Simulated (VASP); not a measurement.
# HgPt (P4/mmm) in VASP: a series of runs, part 2 of 2

VASP 6.6.1. The steps go on from the part before.

### Step 4. Electric field gradients, LDA (16.54 Å³/atom)

This run uses another cell than the first one, of 16.54 Å³/atom.

INCAR

```
PREC = Accurate
ENCUT = 520
EDIFF = 1E-8
ISMEAR = -1
SIGMA = 0.03
LREAL = F
LASPH = T
NELM = 100
ALGO = Normal
ISIF = 2
LWAVE = F
LCHARG = F
GGA = CA
LEFG = T
NBANDS = 18
```

KPOINTS

```
Automatic mesh
0
Gamma
  12 12 10
```

POSCAR

```
HgPt
1.0
    2.9510598019      0.0000000000      0.0000000000
    0.0000000000      2.9510598019      0.0000000000
    0.0000000000      0.0000000000      3.7993280856
Hg Pt
1 1
Direct
    0.0000000000      0.0000000000      0.0000000000
    0.5000000000      0.5000000000      0.5000000000
```

Potentials or basis: VASP PAW LDA potentials, release 64 (Hg, Pt).

Command:

```bash
> cat potpaw_LDA.64/Hg/POTCAR potpaw_LDA.64/Pt/POTCAR > POTCAR
> mpirun -np 1 vasp_std > vasp.out
```

OUTCAR:

```text
PREC = Accurate
   ENCUT = 520
   EDIFF = 1E-8
   ISMEAR = -1
   LREAL = F
   LASPH = T
   NELM = 100
   ISIF = 2
   GGA = CA

 ion  position               nearest neighbor table
   1  0.000  0.000  0.000-   2 2.82   2 2.82   2 2.82   2 2.82   2 2.82   2 2.82   2 2.82   2 2.82

   2  0.500  0.500  0.500-   1 2.82   1 2.82   1 2.82   1 2.82   1 2.82   1 2.82   1 2.82   1 2.82

  LATTYP: Found a simple tetragonal cell.
 ALAT       =     2.9510598019
 C/A-ratio  =     1.2874453046

  Lattice vectors:

 A1 = (   2.9510598019,   0.0000000000,   0.0000000000)
 A2 = (   0.0000000000,   2.9510598019,   0.0000000000)
 A3 = (   0.0000000000,   0.0000000000,   3.7993280856)

Analysis of symmetry for initial positions (statically):
=====================================================================
 Subroutine PRICEL returns:
 Original cell was already a primitive cell.

 Routine SETGRP: Setting up the symmetry group for a
 simple tetragonal supercell.

 Subroutine GETGRP returns: Found 16 space group operations
 (whereof 16 operations were pure point group operations)
 out of a pool of 16 trial point group operations.

The static configuration has the point symmetry D_4h.

Analysis of symmetry for dynamics (positions and initial velocities):
=====================================================================
 Subroutine PRICEL returns:
 Original cell was already a primitive cell.

 Routine SETGRP: Setting up the symmetry group for a
 simple tetragonal supercell.

 Subroutine GETGRP returns: Found 16 space group operations
 (whereof 16 operations were pure point group operations)
 out of a pool of 16 trial point group operations.

The dynamic configuration has the point symmetry D_4h.

 Subroutine INISYM returns: Found 16 space group operations
 (whereof 16 operations are pure point group operations),
 and found     1 'primitive' translations

----------------------------------------------------------------------------------------

                                     Primitive cell

  volume of cell :      33.0874

  direct lattice vectors                    reciprocal lattice vectors
     2.951059802  0.000000000  0.000000000     0.338861313  0.000000000  0.000000000
     0.000000000  2.951059802  0.000000000     0.000000000  0.338861313  0.000000000
     0.000000000  0.000000000  3.799328086     0.000000000  0.000000000  0.263204434

  length of vectors
     2.951059802  2.951059802  3.799328086     0.338861313  0.338861313  0.263204434

  position of ions in fractional coordinates (direct lattice)
     0.000000000  0.000000000  0.000000000
     0.500000000  0.500000000  0.500000000

  ion indices of the primitive-cell ions
   primitive index   ion index
                 1           1
                 2           2

----------------------------------------------------------------------------------------

 KPOINTS: Automatic mesh

Automatic generation of k-mesh.
 Grid dimensions read from file:
[... 71 lines left out ...]
   ISIF   =      2    stress and relaxation
   ISYM   =      2    0-nonsym 1-usesym 2-fastsym
   POTIM  = 0.5000    time-step for ionic-motion
   TEBEG  =    0.0;   TEEND  =   0.0 temperature during run
   PSTRESS=    0.0 pullay stress
   NELECT =      22.0000    total number of electrons
   NUPDOWN=      -1.0000    fix difference up-down
   EMIN   =  10.00;   EMAX   =-10.00  energy-range for DOS
   EFERMI =   0.00;   METHOD = LEGACY
   ISMEAR =    -1;   SIGMA  =   0.03  broadening in eV -4-tet -1-fermi 0-gaus
   EFERMI_NEDOS =   21; number of points for ismear=-14 and -15
   IALGO  =     38    algorithm
   IMIX   =      4    mixing-type and parameters
     AMIX     =   0.40;   BMIX     =  1.00
     AMIX_MAG =   1.60;   BMIX_MAG =  1.00
  volume/ion in A,a.u.               =      16.54       111.64
  Fermi-wavevector in a.u.,A,eV,Ry     =   1.428877  2.700186 27.778864  2.041689
  Thomas-Fermi vector in A             =   2.548891
   LORBIT       =      0    0 simple, 1 ext, 2 COOP (PROOUT), +10 PAW based schemes
   GGA     = CA    functional components
   LHFCALC =     F    Hartree Fock is set to
   AEXX    =    0.0000 exact exchange contribution
   IVDW    =     0    specifies the selected vdW correction
   LEPSILON=     F    determine dielectric tensor
   LRPA    =     F    only Hartree local field effects (RPA)
 non-spin polarized calculation
  energy-cutoff  :      520.00
  volume of cell :       33.09
 maximum number of plane-waves:       910
 NGX is ok and might be reduce to    24
   NGX = 11   NGY = 11   NGZ = 15

 number of electron      21.9999994 magnetization

 Free energy of the ion-electron system (eV)
  ---------------------------------------------------
  ext. energy  EPLUGINS =         0.00000000
  ---------------------------------------------------
  free energy    TOTEN  =        -8.52173892 eV

  energy without entropy =       -8.51996118  energy(sigma->0) =       -8.52085005

 E-fermi :   7.6277     XC(G=0): -13.1509

 val. band max:        7.6168039173   @ k =   0.5000   0.5000   0.5000
 cond. band min:       7.6839111308   @ k =   0.3333   0.0833   0.4000
 fundamental gap:      0.0671072135
 Fermi energy:         7.6277297062

 k-point     1 :       0.0000    0.0000    0.0000
  band No.  band energies     occupation
      1      -3.2670      2.00000
      2      -1.3418      2.00000
      3      -1.1533      2.00000
      4       0.4451      2.00000
      5       0.4451      2.00000
      6       1.1362      2.00000
[... 481 lines left out ...]
      5       1.1033      2.00000
      6       3.0482      2.00000
[... 10 lines left out ...]
     17      19.1970      0.00000
     18      19.5362      0.00000

 [... further k-points ...]

------------------------ aborting loop because EDIFF is reached ----------------------------------------

  FORCE on cell =-STRESS in cart. coord.  units (eV):
  Direction    XX          YY          ZZ          XY          YZ          ZX
  --------------------------------------------------------------------------------------
  -------------------------------------------------------------------------------------
  Total        0.8832877      0.8832877      1.0752696      0.0000000      0.0000000      0.0000000
  in kB       42.7710538     42.7710538     52.0673078      0.0000000      0.0000000      0.0000000
  external PRESSURE =      45.8698051 kB  Pullay stress =       0.0000000 kB

 VOLUME and BASIS-vectors are now :
 -----------------------------------------------------------------------------
  energy-cutoff  :      520.00
  volume of cell :       33.09
      direct lattice vectors                 reciprocal lattice vectors
     2.951059802  0.000000000  0.000000000     0.338861313  0.000000000  0.000000000
     0.000000000  2.951059802  0.000000000     0.000000000  0.338861313  0.000000000
     0.000000000  0.000000000  3.799328086     0.000000000  0.000000000  0.263204434

 POSITION                                       TOTAL-FORCE (eV/Angst)
 -----------------------------------------------------------------------------------
      0.00000      0.00000      0.00000         0.000000      0.000000      0.000000
      1.47553      1.47553      1.89966         0.000000      0.000000      0.000000
 -----------------------------------------------------------------------------------
    total drift:                                0.000000      0.000000     -0.000000

  FREE ENERGIE OF THE ION-ELECTRON SYSTEM (eV)
  ---------------------------------------------------
  free  energy   TOTEN  =        -8.5217389243 eV

  energy  without entropy=       -8.5199611818  energy(sigma->0) =       -8.52085005

 Electric field gradients (V/A^2)
---------------------------------------------------------------------
 ion       V_xx      V_yy      V_zz      V_xy      V_xz      V_yz
---------------------------------------------------------------------
   1      53.292    53.292  -106.583     0.000     0.000     0.000
   2     -49.712   -49.712    99.425     0.000    -0.000     0.000
---------------------------------------------------------------------

 Electric field gradients after diagonalization (V/A^2)
 (convention: |V_zz| > |V_xx| > |V_yy|)
----------------------------------------------------------------------
 ion       V_xx      V_yy      V_zz     asymmetry (V_yy - V_xx)/ V_zz
----------------------------------------------------------------------
   1      53.292    53.292  -106.583       0.000
   2     -49.712   -49.712    99.425       0.000
----------------------------------------------------------------------

           NMR quadrupolar parameters

 Cq : quadrupolar parameter    Cq=e*Q*V_zz/h
 eta: asymmetry parameters     (V_yy - V_xx)/ V_zz
 Q  : nuclear electric quadrupole moment in mb (millibarn)
----------------------------------------------------------------------
 ion       Cq(MHz)       eta       Q (mb)
----------------------------------------------------------------------
   1      -0.258       0.000       1.000
   2       0.240       0.000       1.000
----------------------------------------------------------------------
```

Run time: 88 s. Hardware: 1 thread of Oxide Virtual Turin-like, shared host; peak memory 0.18 GiB.

What came out:

| Item | Value |
| --- | --- |
| Free energy | -8.5217 eV |
| Pressure | 4.6 GPa |
| Band gap on the k mesh | zero (bands 11 and 12 overlap by 3.87 eV) |
| Largest electric field gradient by atom | Hg -106.6; Pt +99.4 V/Å² |

Stress tensor (GPa, compression positive):
```
4.28 0.00 0.00
0.00 4.28 0.00
0.00 0.00 5.21
```

Levels at points of the mesh, in eV from the Fermi level:
| k point | band 7 | band 8 | band 9 | band 10 | band 11 | band 12 | band 13 | band 14 | band 15 | band 16 |
| --- | --- | --- | --- | --- | --- | --- | --- | --- | --- | --- |
| (0.00, 0.00, 0.00) | -4.04 | -3.07 | -1.18 | -1.18 | -0.91 | 1.53 | 6.98 | 8.43 | 8.43 | 14.68 |
| (0.50, 0.00, 0.00) | -4.17 | -4.01 | -3.54 | -2.48 | -1.78 | 0.83 | 8.96 | 10.07 | 10.44 | 11.01 |
| (0.50, 0.50, 0.00) | -1.52 | -1.52 | -1.47 | -0.25 | -0.25 | -0.02 | 4.24 | 5.46 | 9.44 | 10.24 |
| (0.00, 0.00, 0.50) | -6.32 | -4.58 | -2.42 | -2.32 | -2.32 | -1.09 | 13.85 | 13.85 | 14.35 | 14.46 |
| (0.50, 0.00, 0.50) | -3.62 | -2.01 | -1.56 | -1.32 | -1.18 | -1.06 | 2.80 | 3.27 | 13.45 | 13.75 |
| (0.50, 0.50, 0.50) | -4.64 | -4.64 | -1.71 | -0.01 | 1.74 | 5.24 | 6.09 | 6.09 | 6.18 | 6.18 |

Electric field gradients, principal values (V/Å²):
```csv
atom,least,middle,greatest (by size)
1 Hg,53.292,53.292,-106.583
2 Pt,-49.712,-49.712,99.425
```

Caveat: the cell stands under pressure; without QUAD_EFG the Cq values of the log hold for a quadrupole moment of 1 mb, not for the nuclei; spin-orbit coupling is left out, which moves the levels of the heavy elements.

The gap in the log of VASP goes by the Fermi energy; the results here count the filled bands.